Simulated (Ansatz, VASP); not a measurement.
**One calculation of KI, two programs**

INCAR

```
ALGO     = Normal         # electronic algorithm
EDIFF    = 1E-6           # SCF threshold, eV
ENCUT    = 520            # plane-wave cutoff, eV
GGA      = PE             # functional
ISIF     = 2              # what is computed and relaxed
ISMEAR   = 0              # smearing method
LASPH    = T              # aspherical terms in the spheres
LCHARG   = F              # write CHGCAR
LREAL    = F              # projectors in reciprocal space
LWAVE    = F              # write WAVECAR
NBANDS   = 15             # bands
NELM     = 60             # most SCF steps
PREC     = Accurate       # precision mode
SIGMA    = 0.05           # smearing width, eV
```

KPOINTS

```
k-points
0
Gamma
  6 6 6
```

POSCAR

```
KI
1.0
    0.0000000000      3.6479092500      3.5245500000
    3.5245500000      0.0000000000      3.5245500000
    3.5245500000      3.6479092500      0.0000000000
K I
1 1
Direct
    0.0000000000      0.0000000000      0.0000000000
    0.5000000000      0.5000000000      0.5000000000
```

Input for Ansatz:

```yaml
crystal:
  lattice:
    - [0.0, 3.64790925, 3.52455]
    - [3.52455, 0.0, 3.52455]
    - [3.52455, 3.64790925, 0.0]
  atoms:
    - { symbol: K, position: [0.0, 0.0, 0.0] }
    - { symbol: I, position: [0.5, 0.5, 0.5] }
basis:
  ecutwfc: 420
kpoints:
  mp_grid: { grid: [6, 6, 6] }
hamiltonian:
  xc: pbe
scf:
  occupations: { method: gaussian, width: 0.05 }
output:
  forces: true
  stress: true
  eigenvalues: true
```

Change from the starting cell: strain +0.0350 x Voigt [0, 1, 0, 0, 0, 0], atoms carried along.

Alike in both runs: task single point; functional PBE; k mesh 6 × 6 × 6; occupations gaussian, width 0.05 eV; no spin polarisation.

|  | VASP | Ansatz |
| --- | --- | --- |
| version | VASP 6.6.1 | Ansatz 0.2.0 |
| potentials or method | VASP PAW PBE potentials, release 64 (K_sv, I), cutoff 520 eV | scalar-relativistic, plane waves, PAW |
| valence electrons in the cell | 16 | 26 |

|  | VASP | Ansatz | Ansatz less VASP |
| --- | --- | --- | --- |
| gap on the k mesh at the Fermi level (eV) | 3.90 | 3.90 | +0.004 |
| least direct gap on the mesh (eV) | 3.90 | 3.90 | +0.004 |
| pressure (GPa) | 0.3 | 0.3 | -0.03 |
| traceless stress, the component that is largest in VASP (GPa) | -0.50 | -0.49 | +0.006 |

VASP's potentials hold 16 valence electrons a cell and Ansatz's 26, so a difference there can come from the potentials and not from the codes.

Spin-orbit coupling is off throughout.
